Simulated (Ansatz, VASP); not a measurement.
**One calculation of Te, two programs**

INCAR

```
SYSTEM = Te
  PREC = Accurate
  ENCUT = 600
  EDIFF = 1E-6
  ISMEAR = 0
  SIGMA = 0.1
  LREAL = .FALSE.
  LASPH = .TRUE.
  NELM = 80
  ALGO = Normal
  ISIF = 3
  LWAVE = .FALSE.
  LCHARG = .FALSE.
  GGA = PE
  IBRION = 2
  NSW = 100
  EDIFFG = -0.01
```

Contents of KPOINTS:

```
regular mesh
0
G
  18 18 2
  0 0 0
```

The input POSCAR:

```
Te
1.0
    3.3040915955      0.0000000000      0.0000000000
   -1.6520457977      2.8614272581      0.0000000000
    0.0000000000      0.0000000000     24.0122504711
Te
4
Direct
    0.0000000000      0.0000000000      0.5580539873
    0.0000000000      0.0000000000      0.4419460127
    0.3333333333      0.6666666667      0.3037846793
    0.6666666667      0.3333333333      0.6962153207
```

Input for Ansatz:

```yaml
crystal:
  lattice:
    - [3.3040915955, 0.0, 0.0]
    - [-1.6520457977, 2.8614272581, 0.0]
    - [0.0, 0.0, 24.0122504711]
  atoms:
    - { symbol: Te, position: [0.0, 0.0, 0.5580539873] }
    - { symbol: Te, position: [0.0, 0.0, 0.4419460127] }
    - { symbol: Te, position: [0.3333333333, 0.6666666667, 0.3037846793] }
    - { symbol: Te, position: [0.6666666667, 0.3333333333, 0.6962153207] }
basis:
  ecutwfc: 420
kpoints:
  mp_grid: { grid: [18, 18, 2] }
hamiltonian:
  xc: pbe
scf:
  occupations: { method: gaussian, width: 0.1 }
output:
  forces: true
  stress: true
  eigenvalues: true
relax:
  adjacent_minimum: "off"
  f_tol: 0.01
  max_steps: 80
  cell: { stress_tol: 0.05 }
```

Alike in both runs: task relaxation of cell and atoms; functional PBE; k mesh 18 × 18 × 2; occupations gaussian, width 0.1 eV; no spin polarisation.

```csv
,VASP,Ansatz
version,VASP 6.6.1,Ansatz 0.2.0
potentials or method,"VASP PAW PBE potentials, release 64 (Te), cutoff 600 eV","scalar-relativistic, plane waves, PAW"
valence electrons in the cell,24,64
```

|  | VASP | Ansatz | Ansatz less VASP |
| --- | --- | --- | --- |
| gap on the k mesh at the Fermi level, each at its own relaxed structure (eV) | none | none | - |
| relaxed volume (Å³/atom) | 56.68 | 57.19 | +0.506 |
| relaxed cell length with the largest relative difference (Å) | 23.798 | 23.986 | +0.1874 |

A gap of «none» marks a metal or a gap that the smearing closes. VASP's potentials hold 24 valence electrons a cell and Ansatz's 64, so a difference there can come from the potentials and not from the codes.

Neither program's run includes spin-orbit coupling.
